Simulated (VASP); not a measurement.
# Se (P6_3/mmc) in VASP: a series of runs, part 2 of 2

VASP 6.6.1.

## (3) Single point, LDA

File INCAR:

```
SYSTEM = Se
ALGO = Normal
EDIFF = 1E-7
ENCUT = 520
ISIF = 2
ISMEAR = -1
LASPH = .TRUE.
LCHARG = .FALSE.
LREAL = .FALSE.
LWAVE = .FALSE.
NBANDS = 13
NELM = 60
PREC = Accurate
SIGMA = 0.05
```

File KPOINTS:

```
k-points
0
G
  16 16 9
  0 0 0
```

File POSCAR:

```
Se
1.0
    2.7838163257      0.0000000000      0.0000000000
   -1.3919081629      2.4108556575      0.0000000000
    0.0000000000      0.0000000000      3.9460952051
Se
2
Direct
    0.3333333333      0.6666666667      0.2500000000
    0.6666666667      0.3333333333      0.7500000000
```

Potentials or basis: VASP PAW LDA potentials, release 64 (Se).

Command:

```sh
$ cat potpaw_LDA.64/Se/POTCAR > POTCAR
$ mpirun -np 1 vasp_std > vasp.out
```

OUTCAR:

```text
SYSTEM = Se
   EDIFF = 1E-7
   ENCUT = 520
   ISIF = 2
   ISMEAR = -1
   LASPH = .TRUE.
   LREAL = .FALSE.
   NELM = 60
   PREC = Accurate

 ion  position               nearest neighbor table
   1  0.333  0.667  0.250-   2 2.54   2 2.54   2 2.54   2 2.54   2 2.54   2 2.54
   2  0.667  0.333  0.750-   1 2.54   1 2.54   1 2.54   1 2.54   1 2.54   1 2.54

  LATTYP: Found a hexagonal cell.
 ALAT       =     2.7838163257
 C/A-ratio  =     1.4175127751

  Lattice vectors:

 A1 = (   2.7838163257,   0.0000000000,   0.0000000000)
 A2 = (  -1.3919081629,   2.4108556575,   0.0000000000)
 A3 = (   0.0000000000,   0.0000000000,   3.9460952051)

Analysis of symmetry for initial positions (statically):
=====================================================================
 Subroutine PRICEL returns:
 Original cell was already a primitive cell.

 Routine SETGRP: Setting up the symmetry group for a
 hexagonal supercell.

 Subroutine GETGRP returns: Found 24 space group operations
 (whereof 12 operations were pure point group operations)
 out of a pool of 24 trial point group operations.

The static configuration has the point symmetry D_3d.
 The point group associated with its full space group is D_6h.

Analysis of symmetry for dynamics (positions and initial velocities):
=====================================================================
 Subroutine PRICEL returns:
 Original cell was already a primitive cell.

 Routine SETGRP: Setting up the symmetry group for a
 hexagonal supercell.

 Subroutine GETGRP returns: Found 24 space group operations
 (whereof 12 operations were pure point group operations)
 out of a pool of 24 trial point group operations.

The dynamic configuration has the point symmetry D_3d.
 The point group associated with its full space group is D_6h.

 Subroutine INISYM returns: Found 24 space group operations
 (whereof 12 operations are pure point group operations),
 and found     1 'primitive' translations

----------------------------------------------------------------------------------------

                                     Primitive cell

[... 121 lines left out ...]
 non-spin polarized calculation
  energy-cutoff  :      520.00
  volume of cell :       26.48
 maximum number of plane-waves:       724
 NGX is ok and might be reduce to    24
   NGX = 11   NGY = 11   NGZ = 15

 number of electron      11.9999997 magnetization

 Free energy of the ion-electron system (eV)
  ---------------------------------------------------
  ext. energy  EPLUGINS =         0.00000000
  ---------------------------------------------------
  free energy    TOTEN  =        -5.47922090 eV

  energy without entropy =       -5.47254787  energy(sigma->0) =       -5.47588439

 E-fermi :  12.0847     XC(G=0): -12.7415

 val. band max:       12.0825574542   @ k =   0.0625   0.0000   0.0000
 cond. band min:      12.1087294027   @ k =   0.3750   0.0000   0.4444
 fundamental gap:      0.0261719485
 Fermi energy:        12.0847204389

 k-point     1 :       0.0000    0.0000    0.0000
  band No.  band energies     occupation
      1      -9.0693      2.00000
      2      -0.6238      2.00000
      3       1.5151      2.00000
      4      13.0123      0.00000
      5      13.0123      0.00000
      6      16.1275      0.00000
      7      16.1275      0.00000
      8      19.2926      0.00000
      9      19.7590      0.00000
     10      23.2157      0.00000
     11      24.1108      0.00000
     12      24.1108      0.00000
     13      26.8525      0.00000
[... 354 lines left out ...]
  band No.  band energies     occupation
      1      -5.6328      2.00000
      2       0.3832      2.00000
      3       4.9181      2.00000
      4       4.9318      2.00000
      5       5.7878      2.00000
      6      11.1507      2.00000
      7      12.0005      1.68722
      8      13.0875      0.00000
      9      18.0445      0.00000
     10      20.5374      0.00000
     11      23.3923      0.00000
     12      28.6767      0.00000
     13      29.1121      0.00000

 [... further k-points ...]

------------------------ aborting loop because EDIFF is reached ----------------------------------------

  FORCE on cell =-STRESS in cart. coord.  units (eV):
  Direction    XX          YY          ZZ          XY          YZ          ZX
  --------------------------------------------------------------------------------------
  -------------------------------------------------------------------------------------
  Total       12.0791160     12.0791159     12.1408569     -0.0000000      0.0000000     -0.0000000
  in kB      730.7458995    730.7458994    734.4810207     -0.0000000      0.0000000     -0.0000000
  external PRESSURE =     731.9909399 kB  Pullay stress =       0.0000000 kB

 VOLUME and BASIS-vectors are now :
 -----------------------------------------------------------------------------
  energy-cutoff  :      520.00
  volume of cell :       26.48
      direct lattice vectors                 reciprocal lattice vectors
     2.783816326  0.000000000  0.000000000     0.359219102  0.207395245  0.000000000
    -1.391908163  2.410855657  0.000000000     0.000000000  0.414790490  0.000000000
     0.000000000  0.000000000  3.946095205     0.000000000  0.000000000  0.253415072

 POSITION                                       TOTAL-FORCE (eV/Angst)
 -----------------------------------------------------------------------------------
     -0.00000      1.60724      0.98652         0.000000      0.000000      0.000000
      1.39191      0.80362      2.95957         0.000000     -0.000000      0.000000
 -----------------------------------------------------------------------------------
    total drift:                                0.000000     -0.000000      0.000000

  FREE ENERGIE OF THE ION-ELECTRON SYSTEM (eV)
  ---------------------------------------------------
  free  energy   TOTEN  =        -5.4792208991 eV

  energy  without entropy=       -5.4725478725  energy(sigma->0) =       -5.47588439
```

OSZICAR:

```text
N       E                     dE             d eps       ncg     rms          rms(c)
DAV:   1     0.479768742464E+02    0.47977E+02   -0.57340E+03  3900   0.837E+02
DAV:   2    -0.353342517054E+01   -0.51510E+02   -0.48727E+02  5252   0.148E+02
DAV:   3    -0.550099942763E+01   -0.19676E+01   -0.19570E+01  5028   0.296E+01
DAV:   4    -0.550647765035E+01   -0.54782E-02   -0.54774E-02  4516   0.178E+00
DAV:   5    -0.550648511449E+01   -0.74641E-05   -0.74644E-05  5048   0.674E-02    0.113E+01
DAV:   6    -0.548840207359E+01    0.18083E-01   -0.19792E-03  4480   0.314E-01    0.679E+00
DAV:   7    -0.547926766261E+01    0.91344E-02   -0.35931E-03  4450   0.443E-01    0.570E-02
DAV:   8    -0.547922347201E+01    0.44191E-04   -0.75076E-05  4950   0.582E-02    0.206E-02
DAV:   9    -0.547922090800E+01    0.25640E-05   -0.14443E-05  4600   0.218E-02    0.653E-03
DAV:  10    -0.547922089910E+01    0.88988E-08   -0.39764E-07  4886   0.419E-03
   1 F= -.54792209E+01 E0= -.54758844E+01  d E =-.667303E-02
```

It took 68 s on 1 thread of AMD EPYC 7R13, shared host; peak memory 0.13 GiB.

Results:

```
Free energy            : -5.4792 eV
Pressure               : 73.2 GPa
Band gap on the k mesh : zero (bands 6 and 7 overlap by 7.21 eV)
```

Stress tensor (GPa, compression positive):
```
73.07  0.00  0.00
 0.00 73.07  0.00
 0.00  0.00 73.45
```

Levels at points of the mesh, in eV from the Fermi level:
| k point | band 2 | band 3 | band 4 | band 5 | band 6 | band 7 | band 8 | band 9 | band 10 | band 11 |
| --- | --- | --- | --- | --- | --- | --- | --- | --- | --- | --- |
| (0.00, 0.00, 0.00) | -12.71 | -10.57 | 0.93 | 0.93 | 4.04 | 4.04 | 7.21 | 7.67 | 11.13 | 12.03 |
| (0.50, 0.00, 0.00) | -13.95 | -6.93 | -5.81 | -4.81 | -3.14 | -2.60 | 2.91 | 3.65 | 9.64 | 10.45 |

Caveat: the cell stands under pressure.
